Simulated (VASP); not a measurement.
# Ta (P6_3/mmc) in VASP: notebook

Runs on Ta. Level: LDA. Tasks: electric field gradients.

Everything below comes from runs of VASP 6.6.1. Logs are shortened: lines on timing, memory, paths and dates and some standing lists are left out, and cuts for length are marked.

**1. The cell of the first run**

Symmetry: P6_3/mmc, No. 194, hexagonal system. The conventional cell has a = 2.967 Å, b = 2.967 Å, c = 4.806 Å, α = 90.00°, β = 90.00°, γ = 120.00°. Ta (site symmetry -6m2) has 12 Ta at 2.95 to 2.97 Å within 3.9 Å.

This isn't the form of Ta at room conditions, which is bcc.

**2. Electric field gradients, LDA**

File INCAR:

```
  PREC = Accurate
  ENCUT = 520
  EDIFF = 1E-8
  ISMEAR = -1
  SIGMA = 0.05
  LREAL = F
  LASPH = T
  NELM = 100
  ALGO = Normal
  ISIF = 2
  LWAVE = F
  LCHARG = F
  GGA = CA
  LEFG = T
  NBANDS = 18
```

File KPOINTS:

```
regular mesh
0
Gamma
  12 12 6
```

File POSCAR:

```
Ta
1.0
    2.9669564710      0.0000000000      0.0000000000
   -1.4834782355      2.5694596758      0.0000000000
    0.0000000000      0.0000000000      4.8064694830
Ta
2
Direct
    0.3333333333      0.6666666667      0.2500000000
    0.6666666667      0.3333333333      0.7500000000
```

Potentials or basis: VASP PAW LDA potentials, release 64 (Ta_pv).

Started as:

```sh
$ cat potpaw_LDA.64/Ta_pv/POTCAR > POTCAR
$ mpirun -np 1 vasp_std > vasp.out
```

OUTCAR:

```text
PREC = Accurate
   ENCUT = 520
   EDIFF = 1E-8
   ISMEAR = -1
   LREAL = F
   LASPH = T
   NELM = 100
   ISIF = 2
   GGA = CA

 ion  position               nearest neighbor table
   1  0.333  0.667  0.250-   2 2.95   2 2.95   2 2.95   2 2.95   2 2.95   2 2.95
   2  0.667  0.333  0.750-   1 2.95   1 2.95   1 2.95   1 2.95   1 2.95   1 2.95

  LATTYP: Found a hexagonal cell.
 ALAT       =     2.9669564710
 C/A-ratio  =     1.6200000000

  Lattice vectors:

 A1 = (   2.9669564710,   0.0000000000,   0.0000000000)
 A2 = (  -1.4834782355,   2.5694596758,   0.0000000000)
 A3 = (   0.0000000000,   0.0000000000,   4.8064694830)

Analysis of symmetry for initial positions (statically):
=====================================================================
 Subroutine PRICEL returns:
 Original cell was already a primitive cell.

 Routine SETGRP: Setting up the symmetry group for a
 hexagonal supercell.

 Subroutine GETGRP returns: Found 24 space group operations
 (whereof 12 operations were pure point group operations)
 out of a pool of 24 trial point group operations.

The static configuration has the point symmetry D_3d.
 The point group associated with its full space group is D_6h.

Analysis of symmetry for dynamics (positions and initial velocities):
=====================================================================
 Subroutine PRICEL returns:
 Original cell was already a primitive cell.

 Routine SETGRP: Setting up the symmetry group for a
 hexagonal supercell.

 Subroutine GETGRP returns: Found 24 space group operations
 (whereof 12 operations were pure point group operations)
 out of a pool of 24 trial point group operations.

The dynamic configuration has the point symmetry D_3d.
 The point group associated with its full space group is D_6h.

 Subroutine INISYM returns: Found 24 space group operations
 (whereof 12 operations are pure point group operations),
 and found     1 'primitive' translations

----------------------------------------------------------------------------------------

                                     Primitive cell

  volume of cell :      36.6420

  direct lattice vectors                    reciprocal lattice vectors
[... 124 lines left out ...]

 number of electron      21.9999999 magnetization

 Free energy of the ion-electron system (eV)
  ---------------------------------------------------
  ext. energy  EPLUGINS =         0.00000000
  ---------------------------------------------------
  free energy    TOTEN  =       -24.91582401 eV

  energy without entropy =      -24.89224737  energy(sigma->0) =      -24.90403569

 E-fermi :   5.7433     XC(G=0): -12.7053

 val. band max:        5.7413554993   @ k =   0.1667   0.0833   0.1667
 cond. band min:       5.7551450956   @ k =   0.5000  -0.0000   0.0000
 fundamental gap:      0.0137895963
 Fermi energy:         5.7433440322

 k-point     1 :       0.0000    0.0000    0.0000
  band No.  band energies     occupation
      1     -28.7782      2.00000
      2     -27.8513      2.00000
      3     -27.8513      2.00000
      4     -27.6952      2.00000
      5     -27.6952      2.00000
      6     -27.6297      2.00000
[... 481 lines left out ...]
      5     -27.8174      2.00000
      6     -27.7985      2.00000
[... 10 lines left out ...]
     17      11.4841      0.00000
     18      13.8501      0.00000

 [... further k-points ...]

------------------------ aborting loop because EDIFF is reached ----------------------------------------

  FORCE on cell =-STRESS in cart. coord.  units (eV):
  Direction    XX          YY          ZZ          XY          YZ          ZX
  --------------------------------------------------------------------------------------
  -------------------------------------------------------------------------------------
  Total       -2.3388393     -2.3388393      0.1112029      0.0000000      0.0000000      0.0000000
  in kB     -102.2661217   -102.2661217      4.8623625      0.0000000      0.0000000      0.0000000
  external PRESSURE =     -66.5566269 kB  Pullay stress =       0.0000000 kB

 VOLUME and BASIS-vectors are now :
 -----------------------------------------------------------------------------
  energy-cutoff  :      520.00
  volume of cell :       36.64
      direct lattice vectors                 reciprocal lattice vectors
     2.966956471  0.000000000  0.000000000     0.337045727  0.194593441  0.000000000
    -1.483478236  2.569459676  0.000000000     0.000000000  0.389186882  0.000000000
     0.000000000  0.000000000  4.806469483     0.000000000  0.000000000  0.208052918

 POSITION                                       TOTAL-FORCE (eV/Angst)
 -----------------------------------------------------------------------------------
     -0.00000      1.71297      1.20162        -0.000000      0.000000      0.000000
      1.48348      0.85649      3.60485         0.000000     -0.000000      0.000000
 -----------------------------------------------------------------------------------
    total drift:                               -0.000000      0.000000     -0.000000

  FREE ENERGIE OF THE ION-ELECTRON SYSTEM (eV)
  ---------------------------------------------------
  free  energy   TOTEN  =       -24.9158240099 eV

  energy  without entropy=      -24.8922473721  energy(sigma->0) =      -24.90403569

 Electric field gradients (V/A^2)
---------------------------------------------------------------------
 ion       V_xx      V_yy      V_zz      V_xy      V_xz      V_yz
---------------------------------------------------------------------
   1      -5.351    -5.351    10.702     0.000     0.000    -0.000
   2      -5.351    -5.351    10.702     0.000    -0.000     0.000
---------------------------------------------------------------------

 Electric field gradients after diagonalization (V/A^2)
 (convention: |V_zz| > |V_xx| > |V_yy|)
----------------------------------------------------------------------
 ion       V_xx      V_yy      V_zz     asymmetry (V_yy - V_xx)/ V_zz
----------------------------------------------------------------------
   1      -5.351    -5.351    10.702       0.000
   2      -5.351    -5.351    10.702       0.000
----------------------------------------------------------------------

           NMR quadrupolar parameters

 Cq : quadrupolar parameter    Cq=e*Q*V_zz/h
 eta: asymmetry parameters     (V_yy - V_xx)/ V_zz
 Q  : nuclear electric quadrupole moment in mb (millibarn)
----------------------------------------------------------------------
 ion       Cq(MHz)       eta       Q (mb)
----------------------------------------------------------------------
   1       0.026       0.000       1.000
   2       0.026       0.000       1.000
----------------------------------------------------------------------
```

stdout:

```text
POSCAR found type information on POSCAR Ta
 POSCAR found :  1 types and       2 ions
 scaLAPACK will be used
 LDA part: xc-table for (Slater(with rela. corr.)+CA(PZ))
 , standard interpolation
 POSCAR, INCAR and KPOINTS ok, starting setup
 FFT: planning ... GRIDC
 FFT: planning ... GRID_SOFT
 FFT: planning ... GRID
 WAVECAR not read
 entering main loop
ion   1

ion   2
```

Run time: 51 s. Hardware: 1 thread of Intel Xeon 8259CL, shared host; peak memory 0.16 GiB.

Results:

```
Free energy                             : -24.9158 eV
Pressure                                : -6.7 GPa
Band gap on the k mesh                  : zero (bands 11 and 12 overlap by 2.21 eV)
Largest electric field gradient by atom : Ta +10.7 V/Å²
```

Stress tensor (GPa, compression positive):
```
-10.23   0.00   0.00
  0.00 -10.23   0.00
  0.00   0.00   0.49
```

Levels at points of the mesh, in eV from the Fermi level:
| k point | band 7 | band 8 | band 9 | band 10 | band 11 | band 12 | band 13 | band 14 | band 15 | band 16 |
| --- | --- | --- | --- | --- | --- | --- | --- | --- | --- | --- |
| (0.00, 0.00, 0.00) | -8.27 | -4.81 | 0.29 | 0.29 | 0.33 | 0.90 | 1.12 | 1.12 | 2.08 | 2.08 |
| (0.50, 0.00, 0.00) | -4.15 | -3.97 | -3.34 | -0.77 | 0.01 | 0.19 | 0.99 | 5.69 | 6.07 | 6.21 |
| (0.00, 0.00, 0.50) | -6.11 | -6.11 | -0.70 | -0.70 | 0.20 | 0.20 | 0.20 | 0.20 | 4.31 | 4.31 |
| (0.50, 0.00, 0.50) | -4.46 | -4.46 | -2.12 | -2.12 | 1.49 | 1.49 | 2.13 | 2.13 | 5.98 | 5.98 |

Electric field gradients, principal values (V/Å²):
| atom | least | middle | greatest (by size) |
| --- | --- | --- | --- |
| 1 Ta | -5.351 | -5.351 | 10.702 |
| 2 Ta | -5.351 | -5.351 | 10.702 |

Caveat: the cell stands under tension; without QUAD_EFG the Cq values of the log hold for a quadrupole moment of 1 mb, not for the nuclei; spin-orbit coupling is left out, which moves the levels of the heavy elements.

**3. Electric field gradients, LDA**

File INCAR:

```
SYSTEM = Ta
PREC = Accurate
ENCUT = 520
EDIFF = 1E-8
ISMEAR = -1
SIGMA = 0.05
LREAL = .FALSE.
LASPH = .TRUE.
NELM = 80
ALGO = Normal
ISIF = 2
LWAVE = .FALSE.
LCHARG = .FALSE.
LEFG = .TRUE.
NBANDS = 18
```

File KPOINTS:

```
Automatic mesh
0
G
  12 12 6
  0 0 0
```

POSCAR is that of step 2.

Potentials or basis: VASP PAW LDA potentials, release 64 (Ta_pv).

Started as:

```sh
$ cat potpaw_LDA.64/Ta_pv/POTCAR > POTCAR
$ mpirun -np 1 vasp_std > vasp.out
```

OUTCAR:

```text
SYSTEM = Ta
   PREC = Accurate
   ENCUT = 520
   EDIFF = 1E-8
   ISMEAR = -1
   LREAL = .FALSE.
   LASPH = .TRUE.
   NELM = 80
   ISIF = 2

 ion  position               nearest neighbor table
   1  0.333  0.667  0.250-   2 2.95   2 2.95   2 2.95   2 2.95   2 2.95   2 2.95
   2  0.667  0.333  0.750-   1 2.95   1 2.95   1 2.95   1 2.95   1 2.95   1 2.95

  LATTYP: Found a hexagonal cell.
 ALAT       =     2.9669564710
 C/A-ratio  =     1.6200000000

  Lattice vectors:

 A1 = (   2.9669564710,   0.0000000000,   0.0000000000)
 A2 = (  -1.4834782355,   2.5694596758,   0.0000000000)
 A3 = (   0.0000000000,   0.0000000000,   4.8064694830)
[... 718 lines left out ...]
  free  energy   TOTEN  =       -24.9158240099 eV

  energy  without entropy=      -24.8922473721  energy(sigma->0) =      -24.90403569

 Electric field gradients (V/A^2)
---------------------------------------------------------------------
 ion       V_xx      V_yy      V_zz      V_xy      V_xz      V_yz
---------------------------------------------------------------------
   1      -5.351    -5.351    10.702     0.000     0.000    -0.000
   2      -5.351    -5.351    10.702     0.000    -0.000     0.000
---------------------------------------------------------------------

 Electric field gradients after diagonalization (V/A^2)
 (convention: |V_zz| > |V_xx| > |V_yy|)
----------------------------------------------------------------------
 ion       V_xx      V_yy      V_zz     asymmetry (V_yy - V_xx)/ V_zz
----------------------------------------------------------------------
   1      -5.351    -5.351    10.702       0.000
   2      -5.351    -5.351    10.702       0.000
----------------------------------------------------------------------

           NMR quadrupolar parameters

 Cq : quadrupolar parameter    Cq=e*Q*V_zz/h
 eta: asymmetry parameters     (V_yy - V_xx)/ V_zz
 Q  : nuclear electric quadrupole moment in mb (millibarn)
----------------------------------------------------------------------
 ion       Cq(MHz)       eta       Q (mb)
----------------------------------------------------------------------
   1       0.026       0.000       1.000
   2       0.026       0.000       1.000
----------------------------------------------------------------------
```

It took 42 s on 1 thread of Intel Xeon 8259CL, shared host; peak memory 0.16 GiB.

Results:

* Free energy: -24.9158 eV
* Pressure: -6.7 GPa
* Band gap on the k mesh: zero (bands 11 and 12 overlap by 2.21 eV)
* Largest electric field gradient by atom: Ta +10.7 V/Å²

Stress tensor (GPa, compression positive):
```
-10.23   0.00   0.00
  0.00 -10.23   0.00
  0.00   0.00   0.49
```

Electric field gradients, principal values (V/Å²):
```tsv
atom	least	middle	greatest (by size)
1 Ta	-5.351	-5.351	10.702
2 Ta	-5.351	-5.351	10.702
```

Caveat: the cell stands under tension; without QUAD_EFG the Cq values of the log hold for a quadrupole moment of 1 mb, not for the nuclei; spin-orbit coupling is left out, which moves the levels of the heavy elements.
